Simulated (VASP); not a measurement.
# CoSn (P1) in VASP: single point with PBEsol

Aim: the single point of CoSn with PBEsol.

Everything below comes from runs of VASP 6.6.1. Logs are shortened: lines on timing, memory, paths and dates and some standing lists are left out, and cuts for length are marked.

### Step 1. The cell of the first run

The typed cell holds 6 atoms: a = 5.246 Å, b = 5.246 Å, c = 4.188 Å, α = 90.00°, β = 90.00°, γ = 120.00°.

### Step 2. Single point, PBEsol

INCAR reads:

```
SYSTEM = CoSn
PREC = Accurate
ENCUT = 520
EDIFF = 1E-6
ISMEAR = 0
SIGMA = 0.05
LREAL = .FALSE.
LASPH = .TRUE.
NELM = 80
ALGO = Fast
ISIF = 2
LWAVE = .FALSE.
LCHARG = .FALSE.
GGA = PS
NBANDS = 44
```

KPOINTS reads:

```
Automatic mesh
0
G
  9 9 8
  0 0 0
```

POSCAR reads:

```
CoSn
1.0
    5.2460399276      0.0000000000      0.0000000000
   -2.6230199638      4.5432038466      0.0000000000
    0.0000000000      0.0000000000      4.1875903000
Co Sn
3 3
Direct
    0.0000000000      0.5000000000      0.0000000000
    0.5139620899      0.5326393217      0.0045181539
    0.5000000000      0.0000000000      0.0000000000
    0.6666666700      0.3333333300      0.5000000000
    0.3333333300      0.6666666700      0.5000000000
    0.0000000000      0.0000000000      0.0000000000
```

Potentials or basis: VASP PAW PBE potentials, release 64 (Co, Sn_d).

The run is started by

```bash
> cat potpaw_PBE.64/Co/POTCAR potpaw_PBE.64/Sn_d/POTCAR > POTCAR
> mpirun -np 1 vasp_std > vasp.out
```

OUTCAR:

```text
SYSTEM = CoSn
   PREC = Accurate
   ENCUT = 520
   EDIFF = 1E-6
   ISMEAR = 0
   LREAL = .FALSE.
   LASPH = .TRUE.
   NELM = 80
   ISIF = 2
   GGA = PS

 ion  position               nearest neighbor table
   1  0.000  0.500  0.000-   4 2.58   5 2.58   4 2.58   5 2.58   2 2.61   3 2.62   6 2.62   6 2.62
                             3 2.62   2 2.64
   2  0.514  0.533  0.005-   3 2.49   6 2.50   5 2.52   5 2.55   1 2.61   4 2.62   1 2.64   4 2.65
                             6 2.75   3 2.76
   3  0.500  0.000  0.000-   2 2.49   4 2.58   5 2.58   4 2.58   5 2.58   6 2.62   6 2.62   1 2.62
                             1 2.62   2 2.76
   4  0.667  0.333  0.500-   1 2.58   1 2.58   3 2.58   3 2.58   2 2.62   2 2.65   5 3.03   5 3.03
                             5 3.03   6 3.68   6 3.68   6 3.68   6 3.68   6 3.68   6 3.68
   5  0.333  0.667  0.500-   2 2.52   2 2.55   1 2.58   1 2.58   3 2.58   3 2.58   4 3.03   4 3.03
                             4 3.03   6 3.68   6 3.68   6 3.68   6 3.68   6 3.68   6 3.68
   6  0.000  0.000  0.000-   2 2.50   3 2.62   3 2.62   1 2.62   1 2.62   2 2.75   4 3.68   5 3.68
                             4 3.68   5 3.68   4 3.68   4 3.68   5 3.68   5 3.68   4 3.68   5 3.68

  LATTYP: Found a hexagonal cell.
 ALAT       =     5.2460399276
 C/A-ratio  =     0.7982383584

  Lattice vectors:

 A1 = (   5.2460399276,   0.0000000000,   0.0000000000)
 A2 = (  -2.6230199638,   4.5432038466,   0.0000000000)
 A3 = (   0.0000000000,   0.0000000000,   4.1875903000)

Analysis of symmetry for initial positions (statically):
=====================================================================
 Subroutine PRICEL returns:
 Original cell was already a primitive cell.

 Routine SETGRP: Setting up the symmetry group for a
 hexagonal supercell.

 Subroutine GETGRP returns: Found  1 space group operations
 (whereof  1 operations were pure point group operations)
 out of a pool of 24 trial point group operations.

The static configuration has the point symmetry C_1 .

Analysis of symmetry for dynamics (positions and initial velocities):
=====================================================================
 Subroutine PRICEL returns:
 Original cell was already a primitive cell.

 Routine SETGRP: Setting up the symmetry group for a
 hexagonal supercell.

 Subroutine GETGRP returns: Found  1 space group operations
 (whereof  1 operations were pure point group operations)
 out of a pool of 24 trial point group operations.

The dynamic configuration has the point symmetry C_1 .

 Subroutine INISYM returns: Found  1 space group operations
 (whereof  1 operations are pure point group operations),
 and found     1 'primitive' translations

----------------------------------------------------------------------------------------

                                     Primitive cell

  volume of cell :      99.8063

  direct lattice vectors                    reciprocal lattice vectors
     5.246039928  0.000000000  0.000000000     0.190619975  0.110054494  0.000000000
    -2.623019964  4.543203847  0.000000000     0.000000000  0.220108988  0.000000000
     0.000000000  0.000000000  4.187590300     0.000000000  0.000000000  0.238800821

  length of vectors
     5.246039928  5.246039928  4.187590300     0.220108988  0.220108988  0.238800821

  position of ions in fractional coordinates (direct lattice)
     0.000000000  0.500000000  0.000000000
     0.513962090  0.532639322  0.004518154
     0.500000000  0.000000000  0.000000000
     0.666666670  0.333333330  0.500000000
     0.333333330  0.666666670  0.500000000
     0.000000000  0.000000000  0.000000000

  ion indices of the primitive-cell ions
   primitive index   ion index
                 1           1
                 2           2
                 3           3
                 4           4
                 5           5
                 6           6

----------------------------------------------------------------------------------------

 KPOINTS: Automatic mesh

Automatic generation of k-mesh.
 Grid dimensions read from file:
 generate k-points for:    9    9    8

 Generating k-lattice:

  Cartesian coordinates                     Fractional coordinates (reciprocal lattice)
     0.021179997  0.012228277  0.000000000     0.111111111  0.000000000  0.000000000
     0.000000000  0.024456554  0.000000000     0.000000000  0.111111111  0.000000000
     0.000000000  0.000000000  0.029850103     0.000000000  0.000000000  0.125000000

  Length of vectors
     0.024456554  0.024456554  0.029850103

  Shift w.r.t. Gamma in fractional coordinates (k-lattice)
     0.000000000  0.000000000  0.000000000

 Subroutine IBZKPT returns following result:
 ===========================================

 Found    325 irreducible k-points:

 Following reciprocal coordinates:
            Coordinates               Weight
  0.000000  0.000000  0.000000      1.000000
  0.111111 -0.000000  0.000000      2.000000
  0.000000  0.111111  0.000000      2.000000
 -0.111111  0.111111  0.000000      2.000000
  0.222222  0.000000  0.000000      2.000000
  0.000000  0.222222  0.000000      2.000000
[... 16 lines left out ...]
  0.333333  0.111111  0.000000      2.000000
 -0.111111  0.444444  0.000000      2.000000
 [... further k-points ...]
   k-points           NKPTS =    325   k-points in BZ     NKDIM =    325   number of bands    NBANDS=     44
   number of dos      NEDOS =    301   number of ions     NIONS =      6
   total plane-waves  NPLWV =  51200
   dimension x,y,z NGX =    40 NGY =   40 NGZ =   32
   dimension x,y,z NGXF=    80 NGYF=   80 NGZF=   64
   ions per type =               3   3
   NGX,Y,Z   is equivalent  to a cutoff of  12.68, 12.68, 12.70 a.u.
   NGXF,Y,Z  is equivalent  to a cutoff of  25.35, 25.35, 25.41 a.u.
 SYSTEM =  CoSn
   PREC   = accura    normal or accurate (medium, high low for compatibility)
   ISTART =      0    job   : 0-new  1-cont  2-samecut
   ICHARG =      2    charge: 1-file 2-atom 10-const
   ISPIN  =      1    spin polarized calculation?
   LNONCOLLINEAR =      F non collinear calculations
   LSORBIT =      F    spin-orbit coupling
   LASPH  =      T    aspherical Exc in radial PAW
   ENCUT  =  520.0 eV  38.22 Ry    6.18 a.u.   9.75  9.75  7.79*2*pi/ulx,y,z
   NELM   =     80;   NELMIN=  2; NELMDL= -5     # of ELM steps
   EDIFF  = 0.1E-05   stopping-criterion for ELM
   LREAL  =      F    real-space projection
   EDIFFG = 0.1E-04   stopping-criterion for IOM
   NSW    =      0    number of steps for IOM
   IBRION =     -1    ionic relax: 0-MD 1-quasi-New 2-CG
   NFREE  =      0    steps in history (QN), initial steepest desc. (CG)
   ISIF   =      2    stress and relaxation
   ISYM   =      2    0-nonsym 1-usesym 2-fastsym
   POTIM  = 0.5000    time-step for ionic-motion
   TEBEG  =    0.0;   TEEND  =   0.0 temperature during run
   PSTRESS=    0.0 pullay stress
   NELECT =      69.0000    total number of electrons
   NUPDOWN=      -1.0000    fix difference up-down
   EMIN   =  10.00;   EMAX   =-10.00  energy-range for DOS
   EFERMI =   0.00;   METHOD = LEGACY
   ISMEAR =     0;   SIGMA  =   0.05  broadening in eV -4-tet -1-fermi 0-gaus
   EFERMI_NEDOS =   21; number of points for ismear=-14 and -15
   IALGO  =     68    algorithm
   IMIX   =      4    mixing-type and parameters
     AMIX     =   0.40;   BMIX     =  1.00
     AMIX_MAG =   1.60;   BMIX_MAG =  1.00
  volume/ion in A,a.u.               =      16.63       112.25
  Fermi-wavevector in a.u.,A,eV,Ry     =   1.447567  2.735504 28.510312  2.095449
  Thomas-Fermi vector in A             =   2.565507
   LORBIT       =      0    0 simple, 1 ext, 2 COOP (PROOUT), +10 PAW based schemes
   GGA     = PS    functional components
   LHFCALC =     F    Hartree Fock is set to
   AEXX    =    0.0000 exact exchange contribution
   IVDW    =     0    specifies the selected vdW correction
   LEPSILON=     F    determine dielectric tensor
   LRPA    =     F    only Hartree local field effects (RPA)
 non-spin polarized calculation
 RMM-DIIS sequential band-by-band and
 Gauss-broadening in eV      SIGMA  =   0.05
  energy-cutoff  :      520.00
  volume of cell :       99.81
 maximum number of plane-waves:      2709
   NGX = 19   NGY = 19   NGZ = 15

 number of electron      69.0000001 magnetization

 Free energy of the ion-electron system (eV)
  ---------------------------------------------------
  ext. energy  EPLUGINS =         0.00000000
  ---------------------------------------------------
  free energy    TOTEN  =       -36.88582061 eV

  energy without entropy =      -36.88340267  energy(sigma->0) =      -36.88461164

 E-fermi :   9.9570     XC(G=0): -12.0151

 val. band max:        9.9557630597   @ k =   0.3333  -0.3333   0.1250
 cond. band min:       9.9573496354   @ k =   0.3333   0.0000   0.1250
 fundamental gap:      0.0015865757
 Fermi energy:         9.9569532564

 k-point     1 :       0.0000    0.0000    0.0000
  band No.  band energies     occupation
      1     -11.3945      2.00000
      2     -11.2854      2.00000
      3     -11.2849      2.00000
      4     -11.2815      2.00000
      5     -11.2799      2.00000
      6     -11.1961      2.00000
[... 36 lines left out ...]
     43      16.0406      0.00000
     44      16.6429      0.00000

 k-point     2 :       0.1111   -0.0000    0.0000
  band No.  band energies     occupation
      1     -11.3933      2.00000
      2     -11.2961      2.00000
      3     -11.2914      2.00000
      4     -11.2827      2.00000
      5     -11.2810      2.00000
      6     -11.2059      2.00000
[... 36 lines left out ...]
     43      15.5995      0.00000
     44      15.8491      0.00000

 k-point     3 :       0.0000    0.1111    0.0000
  band No.  band energies     occupation
      1     -11.3933      2.00000
      2     -11.2959      2.00000
      3     -11.2917      2.00000
      4     -11.2825      2.00000
      5     -11.2812      2.00000
      6     -11.2058      2.00000
[... 36 lines left out ...]
     43      15.6062      0.00000
     44      15.8353      0.00000

 k-point     4 :      -0.1111    0.1111    0.0000
  band No.  band energies     occupation
      1     -11.3933      2.00000
      2     -11.2963      2.00000
      3     -11.2914      2.00000
      4     -11.2833      2.00000
      5     -11.2804      2.00000
      6     -11.2056      2.00000
[... 882 lines left out ...]
     43      14.4897      0.00000
     44      16.0586      0.00000

 k-point    23 :       0.3333    0.1111    0.0000
  band No.  band energies     occupation
      1     -11.3868      2.00000
      2     -11.3584      2.00000
      3     -11.3143      2.00000
      4     -11.2904      2.00000
      5     -11.2765      2.00000
      6     -11.2254      2.00000
[... 36 lines left out ...]
     43      14.9631      0.00000
     44      15.8731      0.00000

 k-point    24 :      -0.1111    0.4444    0.0000
  band No.  band energies     occupation
      1     -11.3869      2.00000
      2     -11.3585      2.00000
      3     -11.3146      2.00000
      4     -11.2904      2.00000
      5     -11.2766      2.00000
      6     -11.2247      2.00000
[... 36 lines left out ...]
     43      14.9570      0.00000
     44      15.8785      0.00000

 [... further k-points ...]
[... 5 lines left out ...]
  --------------------------------------------------------------------------------------
  -------------------------------------------------------------------------------------
  Total       -0.9515895     -0.7828150     -1.2173117      0.1011497      0.0059044     -0.0594185
  in kB      -15.2757390    -12.5664241    -19.5413415      1.6237431      0.0947821     -0.9538371
  external PRESSURE =     -15.7945015 kB  Pullay stress =       0.0000000 kB

 VOLUME and BASIS-vectors are now :
 -----------------------------------------------------------------------------
  energy-cutoff  :      520.00
  volume of cell :       99.81
      direct lattice vectors                 reciprocal lattice vectors
     5.246039928  0.000000000  0.000000000     0.190619975  0.110054494  0.000000000
    -2.623019964  4.543203847  0.000000000     0.000000000  0.220108988  0.000000000
     0.000000000  0.000000000  4.187590300     0.000000000  0.000000000  0.238800821

 POSITION                                       TOTAL-FORCE (eV/Angst)
 -----------------------------------------------------------------------------------
     -1.31151      2.27160      0.00000         0.114034     -0.062164     -0.020011
      1.29914      2.41989      0.01892         0.394470     -1.079431     -0.133682
      2.62302      0.00000      0.00000        -0.464481      0.438283     -0.021202
      2.62302      1.51440      2.09380        -0.148048      0.105647      0.058813
     -0.00000      3.02880      2.09380        -0.186504      0.094160      0.106185
      0.00000      0.00000      0.00000         0.290530      0.503504      0.009897
 -----------------------------------------------------------------------------------
    total drift:                               -0.000030     -0.000007      0.000102

  FREE ENERGIE OF THE ION-ELECTRON SYSTEM (eV)
  ---------------------------------------------------
  free  energy   TOTEN  =       -36.8858206098 eV

  energy  without entropy=      -36.8834026715  energy(sigma->0) =      -36.88461164
```

It took 31 min on 1 thread of Oxide Virtual Turin-like, shared host; peak memory 1 GiB.

What came out:

- Free energy: -36.8858 eV
- Pressure: -1.6 GPa
- Largest force: 1.157 eV/Å
- Band gap on the k mesh: zero (an odd number of electrons rules out a gap without spin polarisation)

Forces on the atoms (eV/Å):
```
Co   0.114 -0.062 -0.020
Co   0.394 -1.079 -0.134
Co  -0.464  0.438 -0.021
Sn  -0.148  0.106  0.059
Sn  -0.187  0.094  0.106
Sn   0.291  0.504  0.010
```

Stress tensor (GPa, compression positive):
```
-1.53  0.16 -0.10
 0.16 -1.26  0.01
-0.10  0.01 -1.95
```

Caveat: the PAW data sets were made with another functional, which shifts forces and pressure a little; spin-orbit coupling is left out, which moves the levels of the heavy elements; the run has no spin polarisation, though such a crystal can be magnetic. Spin polarisation is off, so any magnetic state and its effect on volume and gap are missing.
